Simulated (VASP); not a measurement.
# Br (Cmce) in VASP: single point with PBEsol

Aim: the single point of Br with PBEsol.

Program: VASP 6.6.1. These are calculated values, not measurements. Logs are shortened: lines on timing, memory, paths and dates and some standing lists are left out, and cuts for length are marked.

### 1 The cell of the first run

The structure is orthorhombic, space group Cmce (No. 64). Conventional cell: a = 6.132 Å, b = 4.384 Å, c = 8.670 Å, α = 90.00°, β = 90.00°, γ = 90.00°. Within 3.4 Å of Br (site symmetry m) lie 3 Br at 2.59 to 3.10 Å.

### 2 Single point, PBEsol (I replaced by Br, lengths x 0.918, strained)

Input file INCAR:

```
ALGO = Normal ; EDIFF = 1E-7
ENCUT = 520 ; GGA = PS
ISIF = 2 ; ISMEAR = 0
LASPH = True ; LCHARG = False
LREAL = False ; LWAVE = False
NBANDS = 22 ; NELM = 60
PREC = Accurate ; SIGMA = 0.02
```

Input file KPOINTS:

```
k-points
0
Gamma
  8 8 4
```

Input file POSCAR:

```
Br
1.0
    3.0662240756     -2.1917809084      0.0000000000
    3.0662240756      2.1917809084      0.0000000000
    0.0000000000      0.0000000000      8.6699573353
Br
4
Direct
    0.8347499163      0.1652500837      0.1239746283
    0.6652500837      0.3347499163      0.6239746283
    0.1652500837      0.8347499163      0.8760253717
    0.3347499163      0.6652500837      0.3760253717
```

Potentials or basis: VASP PAW PBE potentials, release 64 (Br).

Launch:

```console
> cat potpaw_PBE.64/Br/POTCAR > POTCAR
> mpirun -np 1 vasp_std > vasp.out
```

OUTCAR:

```text
EDIFF = 1E-7
   ENCUT = 520
   GGA = PS
   ISIF = 2
   ISMEAR = 0
   LASPH = True
   LREAL = False
   NELM = 60
   PREC = Accurate

 ion  position               nearest neighbor table
   1  0.835  0.165  0.124-   3 2.59
   2  0.665  0.335  0.624-   4 2.59
   3  0.165  0.835  0.876-   1 2.59
   4  0.335  0.665  0.376-   2 2.59

  LATTYP: Found a base centered orthorhombic cell.
 ALAT       =     4.3835618168
 B/A-ratio  =     1.3989646793
 C/A-ratio  =     1.9778339391

  Lattice vectors:

 A1 = (  -3.0662240756,  -2.1917809084,   0.0000000000)
 A2 = (   3.0662240756,  -2.1917809084,   0.0000000000)
 A3 = (   0.0000000000,   0.0000000000,   8.6699573353)

Analysis of symmetry for initial positions (statically):
=====================================================================
 Subroutine PRICEL returns:
 Original cell was already a primitive cell.

 Routine SETGRP: Setting up the symmetry group for a
 base centered orthorhombic supercell.

 Subroutine GETGRP returns: Found  8 space group operations
 (whereof  4 operations were pure point group operations)
 out of a pool of  8 trial point group operations.

The static configuration has the point symmetry C_2h.
 The point group associated with its full space group is D_2h.

Analysis of symmetry for dynamics (positions and initial velocities):
=====================================================================
 Subroutine PRICEL returns:
 Original cell was already a primitive cell.

 Routine SETGRP: Setting up the symmetry group for a
 base centered orthorhombic supercell.

 Subroutine GETGRP returns: Found  8 space group operations
 (whereof  4 operations were pure point group operations)
 out of a pool of  8 trial point group operations.

The dynamic configuration has the point symmetry C_2h.
 The point group associated with its full space group is D_2h.

 Subroutine INISYM returns: Found  8 space group operations
 (whereof  4 operations are pure point group operations),
 and found     1 'primitive' translations

----------------------------------------------------------------------------------------

                                     Primitive cell

  volume of cell :     116.5327

  direct lattice vectors                    reciprocal lattice vectors
     3.066224076 -2.191780908  0.000000000     0.163067013 -0.228124991  0.000000000
     3.066224076  2.191780908  0.000000000     0.163067013  0.228124991  0.000000000
     0.000000000  0.000000000  8.669957335     0.000000000  0.000000000  0.115340821

  length of vectors
     3.769036168  3.769036168  8.669957335     0.280413734  0.280413734  0.115340821

  position of ions in fractional coordinates (direct lattice)
     0.834749916  0.165250084  0.123974628
     0.665250084  0.334749916  0.623974628
     0.165250084  0.834749916  0.876025372
     0.334749916  0.665250084  0.376025372

  ion indices of the primitive-cell ions
   primitive index   ion index
                 1           1
                 2           2
                 3           3
                 4           4

----------------------------------------------------------------------------------------

 KPOINTS: k-points

Automatic generation of k-mesh.
 Grid dimensions read from file:
 generate k-points for:    8    8    4

 Generating k-lattice:

  Cartesian coordinates                     Fractional coordinates (reciprocal lattice)
     0.020383377 -0.028515624  0.000000000     0.125000000 -0.000000000  0.000000000
     0.020383377  0.028515624  0.000000000    -0.000000000  0.125000000  0.000000000
     0.000000000  0.000000000  0.028835205     0.000000000  0.000000000  0.250000000

  Length of vectors
     0.035051717  0.035051717  0.028835205

  Shift w.r.t. Gamma in fractional coordinates (k-lattice)
     0.000000000  0.000000000  0.000000000

 Subroutine IBZKPT returns following result:
 ===========================================

 Found     63 irreducible k-points:

 Following reciprocal coordinates:
            Coordinates               Weight
  0.000000  0.000000  0.000000      1.000000
  0.125000 -0.000000  0.000000      4.000000
  0.250000 -0.000000  0.000000      4.000000
  0.375000  0.000000  0.000000      4.000000
  0.500000 -0.000000  0.000000      2.000000
  0.125000  0.125000  0.000000      2.000000
[... 16 lines left out ...]
  0.125000 -0.000000  0.250000      8.000000
  0.250000 -0.000000  0.250000      8.000000
 [... further k-points ...]
   k-points           NKPTS =     63   k-points in BZ     NKDIM =     63   number of bands    NBANDS=     22
   number of dos      NEDOS =    301   number of ions     NIONS =      4
   total plane-waves  NPLWV =  50176
   dimension x,y,z NGX =    28 NGY =   28 NGZ =   64
   dimension x,y,z NGXF=    56 NGYF=   56 NGZF=  128
   ions per type =               4
   NGX,Y,Z   is equivalent  to a cutoff of  12.35, 12.35, 12.27 a.u.
   NGXF,Y,Z  is equivalent  to a cutoff of  24.70, 24.70, 24.54 a.u.
 SYSTEM =  unknown system
   PREC   = accura    normal or accurate (medium, high low for compatibility)
   ISTART =      0    job   : 0-new  1-cont  2-samecut
   ICHARG =      2    charge: 1-file 2-atom 10-const
   ISPIN  =      1    spin polarized calculation?
   LNONCOLLINEAR =      F non collinear calculations
   LSORBIT =      F    spin-orbit coupling
   LASPH  =      T    aspherical Exc in radial PAW
   ENCUT  =  520.0 eV  38.22 Ry    6.18 a.u.   7.01  7.01 16.12*2*pi/ulx,y,z
   NELM   =     60;   NELMIN=  2; NELMDL= -5     # of ELM steps
   EDIFF  = 0.1E-06   stopping-criterion for ELM
   LREAL  =      F    real-space projection
   EDIFFG = 0.1E-05   stopping-criterion for IOM
   NSW    =      0    number of steps for IOM
   IBRION =     -1    ionic relax: 0-MD 1-quasi-New 2-CG
   NFREE  =      0    steps in history (QN), initial steepest desc. (CG)
   ISIF   =      2    stress and relaxation
   ISYM   =      2    0-nonsym 1-usesym 2-fastsym
   POTIM  = 0.5000    time-step for ionic-motion
   TEBEG  =    0.0;   TEEND  =   0.0 temperature during run
   PSTRESS=    0.0 pullay stress
   NELECT =      28.0000    total number of electrons
   NUPDOWN=      -1.0000    fix difference up-down
   EMIN   =  10.00;   EMAX   =-10.00  energy-range for DOS
   EFERMI =   0.00;   METHOD = LEGACY
   ISMEAR =     0;   SIGMA  =   0.02  broadening in eV -4-tet -1-fermi 0-gaus
   EFERMI_NEDOS =   21; number of points for ismear=-14 and -15
   IALGO  =     38    algorithm
   IMIX   =      4    mixing-type and parameters
     AMIX     =   0.40;   BMIX     =  1.00
     AMIX_MAG =   1.60;   BMIX_MAG =  1.00
  volume/ion in A,a.u.               =      29.13       196.60
  Fermi-wavevector in a.u.,A,eV,Ry     =   1.017759  1.923285 14.093362  1.035833
  Thomas-Fermi vector in A             =   2.151178
   LORBIT       =      0    0 simple, 1 ext, 2 COOP (PROOUT), +10 PAW based schemes
   GGA     = PS    functional components
   LHFCALC =     F    Hartree Fock is set to
   AEXX    =    0.0000 exact exchange contribution
   IVDW    =     0    specifies the selected vdW correction
   LEPSILON=     F    determine dielectric tensor
   LRPA    =     F    only Hartree local field effects (RPA)
 non-spin polarized calculation
 Gauss-broadening in eV      SIGMA  =   0.02
  energy-cutoff  :      520.00
  volume of cell :      116.53
 maximum number of plane-waves:      3170
   NGX = 15   NGY = 15   NGZ = 33

 number of electron      28.0000000 magnetization

 Free energy of the ion-electron system (eV)
  ---------------------------------------------------
  ext. energy  EPLUGINS =         0.00000000
  ---------------------------------------------------
  free energy    TOTEN  =        -6.92266020 eV

  energy without entropy =       -6.92266020  energy(sigma->0) =       -6.92266020

 E-fermi :   0.7115     XC(G=0):  -8.9138

 val. band max:        0.6016878242   @ k =   0.5000  -0.0000   0.5000
 cond. band min:       1.3153690344   @ k =   0.5000   0.5000   0.2500
 fundamental gap:      0.7136812101
 Fermi energy:         0.7115475939

 k-point     1 :       0.0000    0.0000    0.0000
  band No.  band energies     occupation
      1     -14.7920      2.00000
      2     -13.9827      2.00000
      3     -13.3272      2.00000
      4     -12.1232      2.00000
      5      -3.8414      2.00000
      6      -2.5421      2.00000
[... 14 lines left out ...]
     21       9.8047      0.00000
     22       9.9921      0.00000

 k-point     2 :       0.1250   -0.0000    0.0000
  band No.  band energies     occupation
      1     -14.7210      2.00000
      2     -13.9595      2.00000
      3     -13.2764      2.00000
      4     -12.1669      2.00000
      5      -3.8237      2.00000
      6      -2.7316      2.00000
[... 14 lines left out ...]
     21       9.6844      0.00000
     22       9.9824      0.00000

 k-point     3 :       0.2500   -0.0000    0.0000
  band No.  band energies     occupation
      1     -14.5263      2.00000
      2     -13.9147      2.00000
      3     -13.1377      2.00000
      4     -12.2969      2.00000
      5      -3.8612      2.00000
      6      -3.2683      2.00000
[... 14 lines left out ...]
     21      10.0668      0.00000
     22      10.5247      0.00000

 k-point     4 :       0.3750    0.0000    0.0000
  band No.  band energies     occupation
      1     -14.2657      2.00000
      2     -13.9156      2.00000
      3     -12.9440      2.00000
      4     -12.4968      2.00000
      5      -4.0292      2.00000
      6      -3.8144      2.00000
[... 14 lines left out ...]
     21      10.6014      0.00000
     22      11.6867      0.00000

 k-point     5 :       0.5000   -0.0000    0.0000
  band No.  band energies     occupation
      1     -14.0332      2.00000
      2     -14.0332      2.00000
      3     -12.7244      2.00000
      4     -12.7244      2.00000
      5      -4.0821      2.00000
      6      -4.0821      2.00000
[... 14 lines left out ...]
     21      11.1479      0.00000
     22      11.1479      0.00000

 k-point     6 :       0.1250    0.1250    0.0000
  band No.  band energies     occupation
      1     -14.7160      2.00000
      2     -13.9341      2.00000
      3     -13.2681      2.00000
      4     -12.1205      2.00000
      5      -3.7755      2.00000
      6      -2.6413      2.00000
[... 14 lines left out ...]
     21       9.8479      0.00000
     22      10.5337      0.00000

 k-point     7 :       0.2500    0.1250    0.0000
  band No.  band energies     occupation
      1     -14.5829      2.00000
      2     -13.8776      2.00000
      3     -13.1705      2.00000
      4     -12.1696      2.00000
      5      -3.7335      2.00000
      6      -2.9141      2.00000
[... 324 lines left out ...]
      6      -3.5383      2.00000
[... 14 lines left out ...]
     21      11.0110      0.00000
     22      11.1003      0.00000

 k-point    21 :       0.5000    0.5000    0.0000
  band No.  band energies     occupation
      1     -14.2241      2.00000
      2     -13.6353      2.00000
      3     -12.8983      2.00000
      4     -12.1079      2.00000
      5      -3.3656      2.00000
      6      -3.2860      2.00000
[... 14 lines left out ...]
     21      11.2731      0.00000
     22      11.6985      0.00000

 k-point    22 :       0.0000    0.0000    0.2500
  band No.  band energies     occupation
      1     -14.7206      2.00000
      2     -14.2078      2.00000
      3     -13.0482      2.00000
      4     -12.2568      2.00000
      5      -3.6981      2.00000
      6      -2.8276      2.00000
[... 14 lines left out ...]
     21       9.3202      0.00000
     22       9.7001      0.00000

 k-point    23 :       0.1250   -0.0000    0.2500
  band No.  band energies     occupation
      1     -14.6523      2.00000
      2     -14.1647      2.00000
      3     -13.0232      2.00000
      4     -12.2898      2.00000
      5      -3.7154      2.00000
      6      -2.9967      2.00000
[... 14 lines left out ...]
     21       9.5525      0.00000
     22       9.8542      0.00000

 k-point    24 :       0.2500   -0.0000    0.2500
  band No.  band energies     occupation
      1     -14.4668      2.00000
      2     -14.0625      2.00000
      3     -12.9576      2.00000
      4     -12.3914      2.00000
      5      -3.8087      2.00000
      6      -3.3376      2.00000
[... 14 lines left out ...]
     21      10.0264      0.00000
     22      10.3949      0.00000

 [... further k-points ...]

------------------------ aborting loop because EDIFF is reached ----------------------------------------

  FORCE on cell =-STRESS in cart. coord.  units (eV):
  Direction    XX          YY          ZZ          XY          YZ          ZX
  --------------------------------------------------------------------------------------
  -------------------------------------------------------------------------------------
  Total        1.8894871     -3.7072426     -6.0367321      0.0000000     -0.0000000      0.0000000
  in kB       25.9780485    -50.9698798    -82.9974019      0.0000000     -0.0000000      0.0000000
  external PRESSURE =     -35.9964111 kB  Pullay stress =       0.0000000 kB

 VOLUME and BASIS-vectors are now :
 -----------------------------------------------------------------------------
  energy-cutoff  :      520.00
  volume of cell :      116.53
      direct lattice vectors                 reciprocal lattice vectors
     3.066224076 -2.191780908  0.000000000     0.163067013 -0.228124991  0.000000000
     3.066224076  2.191780908  0.000000000     0.163067013  0.228124991  0.000000000
     0.000000000  0.000000000  8.669957335     0.000000000  0.000000000  0.115340821

 POSITION                                       TOTAL-FORCE (eV/Angst)
 -----------------------------------------------------------------------------------
      3.06622     -1.46740      1.07485         0.000000     -0.663703     -0.706061
      3.06622     -0.72438      5.40983         0.000000      0.663703     -0.706061
      3.06622      1.46740      7.59510         0.000000      0.663703      0.706061
      3.06622      0.72438      3.26012         0.000000     -0.663703      0.706061
 -----------------------------------------------------------------------------------
    total drift:                                0.000000     -0.000000     -0.000000

  FREE ENERGIE OF THE ION-ELECTRON SYSTEM (eV)
  ---------------------------------------------------
  free  energy   TOTEN  =        -6.9226601989 eV

  energy  without entropy=       -6.9226601989  energy(sigma->0) =       -6.92266020
```

Run time: 2.3 min. Hardware: 1 thread of Oxide Virtual Turin-like, shared host; peak memory 0.24 GiB.

What came out:

```
Free energy            : -6.9227 eV
Pressure               : -3.6 GPa
Largest force          : 0.969 eV/Å
Band gap on the k mesh : 0.71 eV (least direct gap 1.05 eV)
```

Forces on the atoms (eV/Å):
```
Br   0.000 -0.664 -0.706
Br   0.000  0.664 -0.706
Br   0.000  0.664  0.706
Br   0.000 -0.664  0.706
```

Stress tensor (GPa, compression positive):
```
 2.60  0.00  0.00
 0.00 -5.10  0.00
 0.00  0.00 -8.30
```

Levels at points of the mesh, in eV from the valence-band top:
```tsv
k point	band 12	band 13	band 14	band 15	band 16	band 17
(0.00, 0.00, 0.00)	-0.53	-0.21	-0.02	1.07	1.60	6.62
(0.50, 0.00, 0.00)	-1.10	-0.49	-0.49	1.77	1.77	7.22
(0.50, 0.50, 0.00)	-1.69	-0.85	-0.29	0.78	1.10	6.58
(0.00, 0.00, 0.50)	-0.63	-0.11	-0.11	1.04	1.04	7.37
(0.50, 0.00, 0.50)	-0.81	0.00	0.00	1.20	1.20	7.77
(0.50, 0.50, 0.50)	-1.29	-1.07	-1.07	0.72	0.72	7.75
```

Caveat: the cell differs from its parent crystal (I replaced by Br, lengths x 0.918, strained); the stress differs along the axes, from -8 to 3 GPa; semilocal functionals underestimate gaps, and a narrow one can read as zero; this functional lacks dispersion, which holds the molecules together, so the pressure and a relaxed volume are unreliable; the PAW data sets were made with another functional, which shifts forces and pressure a little. A k mesh can miss the band edges.
